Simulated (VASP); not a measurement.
A run of VASP 6.6.1 is set up as follows.

The input INCAR:

```
  ALGO = Normal
  EDIFF = 1E-6
  ENCUT = 520
  GGA = PE
  ISIF = 2
  ISMEAR = 0
  LASPH = T
  LCHARG = F
  LREAL = F
  LWAVE = F
  NBANDS = 20
  NELM = 80
  PREC = Accurate
  SIGMA = 0.1
```

The input KPOINTS:

```
k-points
0
Gamma
  4 4 4
```

Contents of POSCAR:

```
AsSe3
1.0
    4.3382498747      0.0000000000      0.0000000000
    0.0000000000      4.3382498747      0.0000000000
    0.0000000000      0.0000000000      4.3382498747
As Se
1 3
Direct
    0.0000000000      0.0000000000      0.0000000000
    0.0000000000      0.5000000000      0.5000000000
    0.5000000000      0.0000000000      0.5000000000
    0.5000000000      0.5000000000      0.0000000000
```

Potentials or basis: VASP PAW PBE potentials, release 64 (As, Se).

The run is started by

```bash
$ cat potpaw_PBE.64/As/POTCAR potpaw_PBE.64/Se/POTCAR > POTCAR
$ mpirun -np 1 vasp_std > vasp.out
```

Predict the pressure.

-0.4 GPa.

Caveat: the k points lie up to 0.36 Å⁻¹ apart.
